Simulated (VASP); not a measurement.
# Na (I4/mmm) in VASP: a series of runs

Runs on Na. Level: PBEsol. Tasks: single point.

All numbers are computed with VASP 6.6.1; they aren't measurements. Logs are shortened: lines on timing, memory, paths and dates and some standing lists are left out, and cuts for length are marked.

## 1. The cell of the first run

Symmetry: I4/mmm, No. 139, tetragonal system. The conventional cell has a = 4.235 Å, b = 4.235 Å, c = 4.447 Å, α = 90.00°, β = 90.00°, γ = 90.00°. Na (site symmetry 4/mmm) has 14 Na at 3.73 to 4.45 Å within 4.9 Å.

## 2. Single point, PBEsol (strain +0.000 along x and y, +0.050 along z)

Input file INCAR:

```
SYSTEM = Na
ALGO     = Fast           ! electronic algorithm
EDIFF    = 1E-6           ! SCF threshold, eV
ENCUT    = 520            ! plane-wave cutoff, eV
GGA      = PS             ! functional
ISIF     = 2              ! what is computed and relaxed
ISMEAR   = 0              ! smearing method
LASPH    = .True.         ! aspherical terms in the spheres
LCHARG   = .False.        ! write CHGCAR
LREAL    = .False.        ! projectors in reciprocal space
LWAVE    = .False.        ! write WAVECAR
NBANDS   = 10             ! bands
NELM     = 100            ! most SCF steps
PREC     = Accurate       ! precision mode
SIGMA    = 0.15           ! smearing width, eV
```

Input file KPOINTS:

```
k-points
0
Gamma
  16 16 16
  0 0 0
```

Input file POSCAR:

```
Na
1.0
   -2.1175000000      2.1175000000      2.2233750000
    2.1175000000     -2.1175000000      2.2233750000
    2.1175000000      2.1175000000     -2.2233750000
Na
1
Direct
    0.0000000000      0.0000000000      0.0000000000
```

Potentials or basis: VASP PAW PBE potentials, release 64 (Na_pv).

Run with:

```console
$ cat potpaw_PBE.64/Na_pv/POTCAR > POTCAR
$ mpirun -np 1 vasp_std > vasp.out
```

OUTCAR:

```text
SYSTEM = Na
   EDIFF = 1E-6
   ENCUT = 520
   GGA = PS
   ISIF = 2
   ISMEAR = 0
   LASPH = .True.
   LREAL = .False.
   NELM = 100
   PREC = Accurate

 ion  position               nearest neighbor table
   1  0.000  0.000  0.000-

  LATTYP: Found a body centered tetragonal cell.
 ALAT       =     4.2350000000
 C/A-ratio  =     1.0500000000

  Lattice vectors:

 A1 = (  -2.1175000000,   2.1175000000,   2.2233750000)
 A2 = (   2.1175000000,  -2.1175000000,   2.2233750000)
 A3 = (   2.1175000000,   2.1175000000,  -2.2233750000)

Analysis of symmetry for initial positions (statically):
=====================================================================
 Subroutine PRICEL returns:
 Original cell was already a primitive cell.

 Routine SETGRP: Setting up the symmetry group for a
 body centered tetragonal supercell.

 Subroutine GETGRP returns: Found 16 space group operations
 (whereof 16 operations were pure point group operations)
 out of a pool of 16 trial point group operations.

The static configuration has the point symmetry D_4h.

Analysis of symmetry for dynamics (positions and initial velocities):
=====================================================================
 Subroutine PRICEL returns:
 Original cell was already a primitive cell.

 Routine SETGRP: Setting up the symmetry group for a
 body centered tetragonal supercell.

 Subroutine GETGRP returns: Found 16 space group operations
 (whereof 16 operations were pure point group operations)
 out of a pool of 16 trial point group operations.

The dynamic configuration has the point symmetry D_4h.

 Subroutine INISYM returns: Found 16 space group operations
 (whereof 16 operations are pure point group operations),
 and found     1 'primitive' translations

----------------------------------------------------------------------------------------

                                     Primitive cell

  volume of cell :      39.8767

  direct lattice vectors                    reciprocal lattice vectors
    -2.117500000  2.117500000  2.223375000     0.000000000  0.236127509  0.224883342
     2.117500000 -2.117500000  2.223375000     0.236127509  0.000000000  0.224883342
     2.117500000  2.117500000 -2.223375000     0.236127509  0.236127509  0.000000000

  length of vectors
     3.729746491  3.729746491  3.729746491     0.326080846  0.326080846  0.333934725

  position of ions in fractional coordinates (direct lattice)
     0.000000000  0.000000000  0.000000000

  ion indices of the primitive-cell ions
   primitive index   ion index
                 1           1

[... 78 lines left out ...]
   ISYM   =      2    0-nonsym 1-usesym 2-fastsym
   POTIM  = 0.5000    time-step for ionic-motion
   TEBEG  =    0.0;   TEEND  =   0.0 temperature during run
   PSTRESS=    0.0 pullay stress
   NELECT =       7.0000    total number of electrons
   NUPDOWN=      -1.0000    fix difference up-down
   EMIN   =  10.00;   EMAX   =-10.00  energy-range for DOS
   EFERMI =   0.00;   METHOD = LEGACY
   ISMEAR =     0;   SIGMA  =   0.15  broadening in eV -4-tet -1-fermi 0-gaus
   EFERMI_NEDOS =   21; number of points for ismear=-14 and -15
   IALGO  =     68    algorithm
   IMIX   =      4    mixing-type and parameters
     AMIX     =   0.40;   BMIX     =  1.00
     AMIX_MAG =   1.60;   BMIX_MAG =  1.00
  volume/ion in A,a.u.               =      39.88       269.10
  Fermi-wavevector in a.u.,A,eV,Ry     =   0.916645  1.732207 11.432123  0.840237
  Thomas-Fermi vector in A             =   2.041524
   LORBIT       =      0    0 simple, 1 ext, 2 COOP (PROOUT), +10 PAW based schemes
   GGA     = PS    functional components
   LHFCALC =     F    Hartree Fock is set to
   AEXX    =    0.0000 exact exchange contribution
   IVDW    =     0    specifies the selected vdW correction
   LEPSILON=     F    determine dielectric tensor
   LRPA    =     F    only Hartree local field effects (RPA)
 non-spin polarized calculation
 RMM-DIIS sequential band-by-band and
 Gauss-broadening in eV      SIGMA  =   0.15
  energy-cutoff  :      520.00
  volume of cell :       39.88
 maximum number of plane-waves:      1096
   NGX = 13   NGY = 13   NGZ = 13

 number of electron       6.9999997 magnetization

 Free energy of the ion-electron system (eV)
  ---------------------------------------------------
  ext. energy  EPLUGINS =         0.00000000
  ---------------------------------------------------
  free energy    TOTEN  =        -1.39483857 eV

  energy without entropy =       -1.38948288  energy(sigma->0) =       -1.39216073

 E-fermi :   0.1046     XC(G=0):  -6.3121

 val. band max:        0.0946319475   @ k =  -0.2500  -0.3750   0.2500
 cond. band min:       0.1218878480   @ k =   0.5000   0.1875   0.0000
 fundamental gap:      0.0272559005
 Fermi energy:         0.1046450401

 k-point     1 :       0.0000    0.0000    0.0000
  band No.  band energies     occupation
      1     -24.7427      2.00000
      2     -24.7427      2.00000
      3     -24.7426      2.00000
      4      -3.0191      2.00000
      5      11.1607      0.00000
      6      11.1607      0.00000
      7      11.8541      0.00000
      8      12.0080      0.00000
      9      12.5862      0.00000
     10      12.7202      0.00000
[... 287 lines left out ...]
 k-point    24 :      -0.0625    0.0625    0.0000
  band No.  band energies     occupation
      1     -24.7438      2.00000
      2     -24.7430      2.00000
      3     -24.7427      2.00000
      4      -2.9515      2.00000
      5      10.6684      0.00000
      6      10.8259      0.00000
      7      10.8481      0.00000
      8      11.4052      0.00000
      9      12.0799      0.00000
     10      13.0444      0.00000

 [... further k-points ...]

------------------------ aborting loop because EDIFF is reached ----------------------------------------

  FORCE on cell =-STRESS in cart. coord.  units (eV):
  Direction    XX          YY          ZZ          XY          YZ          ZX
  --------------------------------------------------------------------------------------
  -------------------------------------------------------------------------------------
  Total       -0.1111957     -0.1111957     -0.1188369      0.0000000     -0.0000000      0.0000000
  in kB       -4.4676507     -4.4676507     -4.7746577      0.0000000     -0.0000000      0.0000000
  external PRESSURE =      -4.5699864 kB  Pullay stress =       0.0000000 kB

 VOLUME and BASIS-vectors are now :
 -----------------------------------------------------------------------------
  energy-cutoff  :      520.00
  volume of cell :       39.88
      direct lattice vectors                 reciprocal lattice vectors
    -2.117500000  2.117500000  2.223375000     0.000000000  0.236127509  0.224883342
     2.117500000 -2.117500000  2.223375000     0.236127509  0.000000000  0.224883342
     2.117500000  2.117500000 -2.223375000     0.236127509  0.236127509  0.000000000

 POSITION                                       TOTAL-FORCE (eV/Angst)
 -----------------------------------------------------------------------------------
      0.00000      0.00000      0.00000         0.000000      0.000000      0.000000
 -----------------------------------------------------------------------------------
    total drift:                                0.000000     -0.000000      0.000000

  FREE ENERGIE OF THE ION-ELECTRON SYSTEM (eV)
  ---------------------------------------------------
  free  energy   TOTEN  =        -1.3948385748 eV

  energy  without entropy=       -1.3894828837  energy(sigma->0) =       -1.39216073
```

OSZICAR:

```text
N       E                     dE             d eps       ncg     rms          rms(c)
DAV:   1     0.268578739110E+02    0.26858E+02   -0.37107E+03  7002   0.567E+02
DAV:   2    -0.807925985934E+00   -0.27666E+02   -0.27543E+02  7214   0.143E+02
DAV:   3    -0.139183522885E+01   -0.58391E+00   -0.58354E+00  8532   0.230E+01
DAV:   4    -0.139659906522E+01   -0.47638E-02   -0.47635E-02  8188   0.203E+00
DAV:   5    -0.139666985160E+01   -0.70786E-04   -0.70786E-04  7982   0.244E-01    0.230E-01
RMM:   6    -0.139522128511E+01    0.14486E-02   -0.16558E-03  9396   0.536E-01    0.141E-01
RMM:   7    -0.139487000696E+01    0.35128E-03   -0.14625E-03  9589   0.441E-01    0.457E-02
RMM:   8    -0.139482977942E+01    0.40228E-04   -0.29696E-04  9257   0.310E-01    0.310E-03
RMM:   9    -0.139483685590E+01   -0.70765E-05   -0.64583E-05 10592   0.990E-02    0.297E-03
RMM:  10    -0.139483760133E+01   -0.74543E-06   -0.11336E-05  9643   0.557E-02    0.178E-03
RMM:  11    -0.139483857485E+01   -0.97352E-06   -0.43159E-06  7355   0.252E-02
   1 F= -.13948386E+01 E0= -.13921607E+01  d E =-.535569E-02
```

stdout:

```text
POSCAR found type information on POSCAR Na
 POSCAR found :  1 types and       1 ions
 scaLAPACK will be used
 -----------------------------------------------------------------------------
|                                                                             |
|                                                                             |
|     You enforced a specific xc type in the INCAR file but a different       |
|     I HOPE YOU KNOW WHAT YOU ARE DOING!                                     |
|                                                                             |
 -----------------------------------------------------------------------------

 LDA part: xc-table for (Slater+PW92), standard interpolation
 POSCAR, INCAR and KPOINTS ok, starting setup
 FFT: planning ... GRIDC
 FFT: planning ... GRID_SOFT
 FFT: planning ... GRID
 WAVECAR not read
 entering main loop
```

Run time: 2.1 min. Hardware: 1 thread of Oxide Virtual Turin-like, shared host; peak memory 0.19 GiB.

What came out:

* Free energy: -1.3948 eV
* Pressure: -0.5 GPa

Levels at points of the mesh, in eV from the Fermi level:
```tsv
k point	band 1	band 2	band 3	band 4	band 5	band 6	band 7	band 8
(0.00, 0.00, 0.00)	-24.85	-24.85	-24.85	-3.12	11.06	11.06	11.75	11.90
(0.50, 0.00, 0.00)	-24.88	-24.86	-24.85	0.68	1.08	8.11	8.88	9.06
(0.50, 0.50, 0.00)	-24.87	-24.86	-24.85	0.85	1.30	7.53	8.30	8.46
(0.50, 0.50, 0.50)	-24.87	-24.87	-24.87	4.13	4.16	4.60	4.92	4.92
```

Caveat: the cell differs from its parent crystal (strain +0.000 along x and y, +0.050 along z); the PAW data sets were made with another functional, which shifts forces and pressure a little.

## 3. Single point, PBEsol (strain +0.050 along x and y, -0.025 along z)

Input file INCAR:

```
SYSTEM = Na
PREC = Accurate
ENCUT = 520
EDIFF = 1E-7
ISMEAR = 0
SIGMA = 0.15
LREAL = .False.
LASPH = .True.
NELM = 100
ALGO = Fast
ISIF = 2
LWAVE = .False.
LCHARG = .False.
GGA = PS
NBANDS = 10
```

Input file KPOINTS:

```
Automatic mesh
0
Gamma
  16 16 16
  0 0 0
```

Input file POSCAR:

```
Na
1.0
   -2.2233750000      2.2233750000      2.0645625000
    2.2233750000     -2.2233750000      2.0645625000
    2.2233750000      2.2233750000     -2.0645625000
Na
1
Direct
    0.0000000000      0.0000000000      0.0000000000
```

Potentials or basis: VASP PAW PBE potentials, release 64 (Na_pv).

Run with:

```console
$ cat potpaw_PBE.64/Na_pv/POTCAR > POTCAR
$ mpirun -np 1 vasp_std > vasp.out
```

Wall time 3.3 min (1 thread of Oxide Virtual Turin-like, shared host); peak memory 0.2 GiB.

It converged, with:

* Free energy: -1.3901 eV
* Pressure: -0.7 GPa

Stress tensor (GPa, compression positive):
```
-0.78  0.00  0.00
 0.00 -0.78  0.00
 0.00  0.00 -0.63
```

Levels at points of the mesh, in eV from the Fermi level:
| k point | band 1 | band 2 | band 3 | band 4 | band 5 | band 6 | band 7 | band 8 |
| --- | --- | --- | --- | --- | --- | --- | --- | --- |
| (0.00, 0.00, 0.00) | -24.87 | -24.87 | -24.87 | -3.08 | 10.44 | 11.53 | 11.53 | 11.56 |
| (0.50, 0.00, 0.00) | -24.89 | -24.87 | -24.87 | 0.82 | 1.25 | 7.54 | 8.25 | 8.43 |
| (0.50, 0.50, 0.00) | -24.89 | -24.87 | -24.86 | 0.57 | 0.91 | 8.45 | 9.16 | 9.37 |
| (0.50, 0.50, 0.50) | -24.89 | -24.89 | -24.88 | 4.08 | 4.19 | 4.19 | 4.54 | 5.41 |

Caveat: the cell differs from its parent crystal (strain +0.050 along x and y, -0.025 along z); the PAW data sets were made with another functional, which shifts forces and pressure a little.

(Continued in part 2 of 2.)
